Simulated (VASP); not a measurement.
Set up this calculation in VASP 6.6.1, as the native input.

| Item | Value |
| --- | --- |
| Task | single point |
| Functional | PBE |
| Potentials or basis | VASP PAW PBE potentials, release 64 (K_sv, F) |
| Cutoff | 520 eV |
| k mesh | 8 × 8 × 8 |
| Occupations | fermi-dirac, width 0.068 eV |
| Spin | no spin polarisation |
| Dipole correction | no |
| Further INCAR settings | ALGO = Normal; EDIFF = 1e-06; NBANDS = 15 |

The structure of KF lies in POSCAR:

```
KF
1.0
    0.0000000000      2.4376291026      2.4376291026
    2.4376291026      0.0000000000      2.4376291026
    2.4376291026      2.4376291026      0.0000000000
K F
1 1
Direct
    0.8990000000      0.3160000000      0.6370000000
    1.3990000000      0.8160000000      1.1370000000
```

The input as run:

INCAR

```
SYSTEM = KF
ALGO = Normal
EDIFF = 1E-6
ENCUT = 520
GGA = PE
ISIF = 2
ISMEAR = -1
LASPH = .TRUE.
LCHARG = .TRUE.
LELF = .TRUE.
LREAL = .FALSE.
LVHAR = .TRUE.
LWAVE = .FALSE.
NBANDS = 15
NELM = 100
PREC = Accurate
SIGMA = 0.068
```

KPOINTS

```
k-points
0
G
  8 8 8
  0 0 0
```

Potentials or basis: VASP PAW PBE potentials, release 64 (K_sv, F).

Launch:

```bash
$ cat potpaw_PBE.64/K_sv/POTCAR potpaw_PBE.64/F/POTCAR > POTCAR
$ mpirun -np 1 vasp_std > vasp.out
```

It gave:

* Pressure: 20.6 GPa
* Band gap on the k mesh: 7.79 eV, indirect (least direct gap 7.87 eV)

It took 21 s on 1 thread of Intel(R) Xeon(R) Platinum 8375C CPU @ 2.90GHz (Ice Lake) (shared host), peak memory 0.15 GiB.
